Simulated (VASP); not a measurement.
# BP (F-43m) in VASP: further runs

BP is run at these levels: LDA; tasks: single point, relaxation of cell and atoms.

Program: VASP 6.6.1. These are calculated values, not measurements. Logs are shortened: lines on timing, memory, paths and dates and some standing lists are left out, and cuts for length are marked.

## Step 1: The cell of the first run

The structure is cubic, space group F-43m (No. 216). The conventional cell has a = 4.491 Å, b = 4.491 Å, c = 4.491 Å, α = 90.00°, β = 90.00°, γ = 90.00°. B (site symmetry -43m) has 4 P at 1.94 Å within 2.6 Å. P (site symmetry -43m) has 4 B at 1.94 Å within 2.6 Å.

## Step 2: Single point, LDA

INCAR

```
SYSTEM = BP
PREC     = Accurate       ! precision mode
ENCUT    = 520            ! plane-wave cutoff, eV
EDIFF    = 1E-7           ! SCF threshold, eV
ISMEAR   = -1             ! smearing method
SIGMA    = 0.1            ! smearing width, eV
LREAL    = .False.        ! projectors in reciprocal space
LASPH    = .True.         ! aspherical terms in the spheres
NELM     = 80             ! most SCF steps
ALGO     = Normal         ! electronic algorithm
ISIF     = 2              ! what is computed and relaxed
LWAVE    = .False.        ! write WAVECAR
LCHARG   = .False.        ! write CHGCAR
NBANDS   = 11             ! bands
```

KPOINTS

```
regular mesh
0
Gamma
  18 18 18
  0 0 0
```

POSCAR

```
BP
1.0
    0.0000000000      2.2453815682      2.2453815682
    2.2453815682      0.0000000000      2.2453815682
    2.2453815682      2.2453815682      0.0000000000
B P
1 1
Direct
    0.0000000000      0.0000000000      0.0000000000
    0.7500000000      0.7500000000      0.7500000000
```

Potentials or basis: VASP PAW LDA potentials, release 64 (B, P).

Command:

```bash
$ cat potpaw_LDA.64/B/POTCAR potpaw_LDA.64/P/POTCAR > POTCAR
$ mpirun -np 1 vasp_std > vasp.out
```

OUTCAR:

```text
SYSTEM = BP
   PREC = Accurate
   ENCUT = 520
   EDIFF = 1E-7
   ISMEAR = -1
   LREAL = .False.
   LASPH = .True.
   NELM = 80
   ISIF = 2

 ion  position               nearest neighbor table
   1  0.000  0.000  0.000-   2 1.94   2 1.94   2 1.94   2 1.94
   2  0.750  0.750  0.750-   1 1.94   1 1.94   1 1.94   1 1.94

  LATTYP: Found a face centered cubic cell.
 ALAT       =     4.4907631364

  Lattice vectors:

 A1 = (   0.0000000000,   2.2453815682,   2.2453815682)
 A2 = (   2.2453815682,   0.0000000000,   2.2453815682)
 A3 = (   2.2453815682,   2.2453815682,   0.0000000000)

Analysis of symmetry for initial positions (statically):
=====================================================================
 Subroutine PRICEL returns:
 Original cell was already a primitive cell.

 Routine SETGRP: Setting up the symmetry group for a
 face centered cubic supercell.

 Subroutine GETGRP returns: Found 24 space group operations
 (whereof 24 operations were pure point group operations)
 out of a pool of 48 trial point group operations.

The static configuration has the point symmetry T_d .

Analysis of symmetry for dynamics (positions and initial velocities):
=====================================================================
 Subroutine PRICEL returns:
 Original cell was already a primitive cell.

 Routine SETGRP: Setting up the symmetry group for a
 face centered cubic supercell.

 Subroutine GETGRP returns: Found 24 space group operations
 (whereof 24 operations were pure point group operations)
 out of a pool of 48 trial point group operations.

The dynamic configuration has the point symmetry T_d .

 Subroutine INISYM returns: Found 24 space group operations
 (whereof 24 operations are pure point group operations),
 and found     1 'primitive' translations

----------------------------------------------------------------------------------------

                                     Primitive cell

  volume of cell :      22.6413

  direct lattice vectors                    reciprocal lattice vectors
     0.000000000  2.245381568  2.245381568    -0.222679302  0.222679302  0.222679302
     2.245381568  0.000000000  2.245381568     0.222679302 -0.222679302  0.222679302
     2.245381568  2.245381568  0.000000000     0.222679302  0.222679302 -0.222679302

  length of vectors
     3.175449066  3.175449066  3.175449066     0.385691865  0.385691865  0.385691865

  position of ions in fractional coordinates (direct lattice)
     0.000000000  0.000000000  0.000000000
     0.750000000  0.750000000  0.750000000

  ion indices of the primitive-cell ions
[... 84 lines left out ...]
   TEBEG  =    0.0;   TEEND  =   0.0 temperature during run
   PSTRESS=    0.0 pullay stress
   NELECT =       8.0000    total number of electrons
   NUPDOWN=      -1.0000    fix difference up-down
   EMIN   =  10.00;   EMAX   =-10.00  energy-range for DOS
   EFERMI =   0.00;   METHOD = LEGACY
   ISMEAR =    -1;   SIGMA  =   0.10  broadening in eV -4-tet -1-fermi 0-gaus
   EFERMI_NEDOS =   21; number of points for ismear=-14 and -15
   IALGO  =     38    algorithm
   IMIX   =      4    mixing-type and parameters
     AMIX     =   0.40;   BMIX     =  1.00
     AMIX_MAG =   1.60;   BMIX_MAG =  1.00
  volume/ion in A,a.u.               =      11.32        76.40
  Fermi-wavevector in a.u.,A,eV,Ry     =   1.157368  2.187108 18.225002  1.339500
  Thomas-Fermi vector in A             =   2.293980
   LORBIT       =      0    0 simple, 1 ext, 2 COOP (PROOUT), +10 PAW based schemes
   GGA     = CA    functional components
   LHFCALC =     F    Hartree Fock is set to
   AEXX    =    0.0000 exact exchange contribution
   IVDW    =     0    specifies the selected vdW correction
   LEPSILON=     F    determine dielectric tensor
   LRPA    =     F    only Hartree local field effects (RPA)
 non-spin polarized calculation
  energy-cutoff  :      520.00
  volume of cell :       22.64
 maximum number of plane-waves:       622
   NGX = 11   NGY = 11   NGZ = 11

 number of electron       8.0000001 magnetization

 Free energy of the ion-electron system (eV)
  ---------------------------------------------------
  ext. energy  EPLUGINS =         0.00000000
  ---------------------------------------------------
  free energy    TOTEN  =       -14.39973034 eV

  energy without entropy =      -14.39968980  energy(sigma->0) =      -14.39971007

 E-fermi :   8.3473     XC(G=0): -11.2180

 val. band max:        7.7841433592   @ k =   0.0000   0.0000   0.0000
 cond. band min:       8.9469592666   @ k =   0.3889   0.3889   0.0000
 fundamental gap:      1.1628159074
 Fermi energy:         8.3473116267

 k-point     1 :       0.0000    0.0000    0.0000
  band No.  band energies     occupation
      1      -7.8851      2.00000
      2       7.7841      1.99286
      3       7.7841      1.99286
      4       7.7841      1.99286
      5      11.2131      0.00000
      6      11.2131      0.00000
      7      11.2131      0.00000
      8      15.6362      0.00000
      9      19.2648      0.00000
     10      20.0589      0.00000
     11      20.0589      0.00000
[... 309 lines left out ...]
 k-point    24 :      -0.2222    0.0556    0.0000
  band No.  band energies     occupation
      1      -6.7816      2.00000
      2       3.1181      2.00000
      3       6.0736      2.00000
      4       6.9397      2.00000
      5      12.0913      0.00000
      6      12.3287      0.00000
      7      12.9396      0.00000
      8      17.0710      0.00000
      9      18.0651      0.00000
     10      19.8621      0.00000
     11      21.1288      0.00000

 [... further k-points ...]

------------------------ aborting loop because EDIFF is reached ----------------------------------------

  FORCE on cell =-STRESS in cart. coord.  units (eV):
  Direction    XX          YY          ZZ          XY          YZ          ZX
  --------------------------------------------------------------------------------------
  -------------------------------------------------------------------------------------
  Total       -0.0214751     -0.0214751     -0.0214751      0.0000000      0.0000000      0.0000000
  in kB       -1.5196548     -1.5196548     -1.5196548      0.0000000      0.0000000      0.0000000
  external PRESSURE =      -1.5196548 kB  Pullay stress =       0.0000000 kB

 VOLUME and BASIS-vectors are now :
 -----------------------------------------------------------------------------
  energy-cutoff  :      520.00
  volume of cell :       22.64
      direct lattice vectors                 reciprocal lattice vectors
     0.000000000  2.245381568  2.245381568    -0.222679302  0.222679302  0.222679302
     2.245381568  0.000000000  2.245381568     0.222679302 -0.222679302  0.222679302
     2.245381568  2.245381568  0.000000000     0.222679302  0.222679302 -0.222679302

 POSITION                                       TOTAL-FORCE (eV/Angst)
 -----------------------------------------------------------------------------------
      0.00000      0.00000      0.00000         0.000000      0.000000      0.000000
      3.36807      3.36807      3.36807        -0.000000     -0.000000     -0.000000
 -----------------------------------------------------------------------------------
    total drift:                               -0.000000     -0.000000     -0.000000

  FREE ENERGIE OF THE ION-ELECTRON SYSTEM (eV)
  ---------------------------------------------------
  free  energy   TOTEN  =       -14.3997303432 eV

  energy  without entropy=      -14.3996897951  energy(sigma->0) =      -14.39971007
```

stdout:

```text
POSCAR found type information on POSCAR B P
 POSCAR found :  2 types and       2 ions
 scaLAPACK will be used
 LDA part: xc-table for (Slater(with rela. corr.)+CA(PZ))
 , standard interpolation
 POSCAR, INCAR and KPOINTS ok, starting setup
 FFT: planning ... GRIDC
 FFT: planning ... GRID_SOFT
 FFT: planning ... GRID
 WAVECAR not read
 entering main loop
```

Wall time 33 s (1 thread of Intel Xeon 8259CL, shared host); peak memory 0.16 GiB.

What came out:

| Quantity | Value |
| --- | --- |
| Free energy | -14.3997 eV |
| Pressure | -0.2 GPa |
| Band gap on the k mesh | 1.16 eV (least direct gap 3.43 eV) |

Levels at points of the mesh, in eV from the valence-band top:
| k point | band 2 | band 3 | band 4 | band 5 | band 6 | band 7 |
| --- | --- | --- | --- | --- | --- | --- |
| (0.00, 0.00, 0.00) | 0.00 | 0.00 | 0.00 | 3.43 | 3.43 | 3.43 |
| (0.50, 0.00, 0.00) | -9.23 | -1.79 | -1.79 | 3.97 | 4.70 | 4.70 |
| (0.50, 0.50, 0.00) | -8.65 | -4.22 | -4.22 | 1.24 | 1.53 | 12.29 |

A k mesh can miss the band edges.

## Step 3: Relaxation of cell and atoms, LDA

This run uses another cell than the first one, of 11.68 Å³/atom.

INCAR

```
SYSTEM = BP
  PREC = Accurate
  ENCUT = 600
  EDIFF = 1E-6
  ISMEAR = -1
  SIGMA = 0.1
  LREAL = .FALSE.
  LASPH = .TRUE.
  NELM = 60
  ALGO = Normal
  ISIF = 3
  LWAVE = .FALSE.
  LCHARG = .FALSE.
  GGA = CA
  IBRION = 2
  NSW = 100
  EDIFFG = -0.002
```

KPOINTS

```
Automatic mesh
0
G
  18 18 18
  0 0 0
```

POSCAR

```
BP
1.0
    0.0000000000      2.2690000000      2.2690000000
    2.2690000000      0.0000000000      2.2690000000
    2.2690000000      2.2690000000      0.0000000000
B P
1 1
Direct
    0.0000000000      0.0000000000      0.0000000000
    0.7500000000      0.7500000000      0.7500000000
```

Potentials or basis: VASP PAW LDA potentials, release 64 (B, P).

Command:

```bash
$ cat potpaw_LDA.64/B/POTCAR potpaw_LDA.64/P/POTCAR > POTCAR
$ mpirun -np 1 vasp_std > vasp.out
```

Wall time 2.3 min (1 thread of Intel Xeon 8259CL, shared host); peak memory 0.17 GiB.

It converged, with:

```
Free energy                           : -14.4016 eV
Relaxed volume                        : 11.31 Å³/atom
Relaxed cell                          : a = 3.175 Å, b = 3.175 Å, c = 3.175 Å, α = 60.00°, β = 60.00°, γ = 60.00°
Space group after relaxing (to 0.1 Å) : F-43m (No. 216)
Energy gained by relaxing             : 6.3 meV/atom
Ionic steps                           : 3
Pressure after relaxing               : 0.0 GPa
Band gap on the k mesh                : 1.16 eV (least direct gap 3.43 eV)
```

The path:
| step | energy change (eV) | largest force (eV/Å) | pressure (GPa) | volume (Å³) |
| --- | --- | --- | --- | --- |
| 1 | 0.0000 | 0.0000 | -5.32 | 23.36 |
| 2 | -0.0051 | 0.0000 | 4.50 | 22.08 |
| 3 | -0.0126 | 0.0000 | -0.01 | 22.63 |

Final structure:
```
B P
1.0
     0.00000    2.24485    2.24485
     2.24485    0.00000    2.24485
     2.24485    2.24485    0.00000
B P
1 1
Direct
  0.00000 0.00000 0.00000
  0.75000 0.75000 0.75000
```

Levels at points of the mesh, in eV from the valence-band top:
```csv
k point,band 1,band 2,band 3,band 4,band 5,band 6,band 7,band 8
"(0.00, 0.00, 0.00)",-15.68,0.00,0.00,0.00,3.43,3.43,3.43,7.86
"(0.50, 0.00, 0.00)",-12.22,-9.24,-1.79,-1.79,3.98,4.70,4.70,10.04
"(0.50, 0.50, 0.00)",-10.68,-8.65,-4.22,-4.22,1.24,1.53,12.30,12.30
```
